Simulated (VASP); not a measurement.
## CaAl2Ge2: single point with LDA

The system is CaAl2Ge2.

```
CELL_PARAMETERS angstrom
4.10511 0.00000 0.00000
-2.05255 3.55513 0.00000
0.00000 0.00000 7.05504
ATOMIC_POSITIONS crystal
Ca 0.00000 0.00000 0.00000
Al 0.33333 0.66667 0.62930
Al 0.66667 0.33333 0.37070
Ge 0.33333 0.66667 0.26217
Ge 0.66667 0.33333 0.73783
```

- Program: VASP 6.6.1
- Task: single point
- Functional: LDA
- Potentials or basis: VASP PAW LDA potentials, release 64 (Ca_sv, Al, Ge_d)
- Cutoff: 520 eV
- k mesh: 6 × 6 × 4
- Occupations: fermi-dirac, width 0.1 eV
- Spin: no spin polarisation

```yaml
Pressure: 0.3 GPa
Largest_force: 0.249 eV/Å
Band_gap_on_the_k_mesh: zero (bands 22 and 23 overlap by 0.51 eV)
```

Forces in eV/Å, atoms in the order of the input:
```
Ca   0.000  0.000  0.000
Al   0.000  0.000 -0.004
Al   0.000  0.000  0.004
Ge   0.000  0.000 -0.249
Ge   0.000  0.000  0.249
```

Stress tensor (GPa, compression positive):
```
 0.85  0.00  0.00
 0.00  0.85  0.00
 0.00  0.00 -0.86
```

Levels at points of the mesh, in eV from the Fermi level:
```tsv
k point	band 18	band 19	band 20	band 21	band 22	band 23	band 24	band 25	band 26	band 27
(0.00, 0.00, 0.00)	-1.33	-1.33	0.02	0.37	0.37	0.92	1.47	2.32	2.32	2.54
(0.50, 0.00, 0.00)	-4.92	-3.07	-2.48	-2.26	-1.27	-0.14	2.19	2.56	3.47	4.12
(0.00, 0.00, 0.50)	-2.50	-0.97	-0.97	-0.42	-0.42	0.58	2.05	2.05	2.13	3.66
(0.50, 0.00, 0.50)	-5.54	-2.60	-2.55	-1.07	-1.01	0.53	0.55	1.50	2.11	2.91
```

Wall time 75 s on 1 thread of Intel(R) Xeon(R) Platinum 8488C (Sapphire Rapids), on a shared host, peak memory 0.23 GiB.
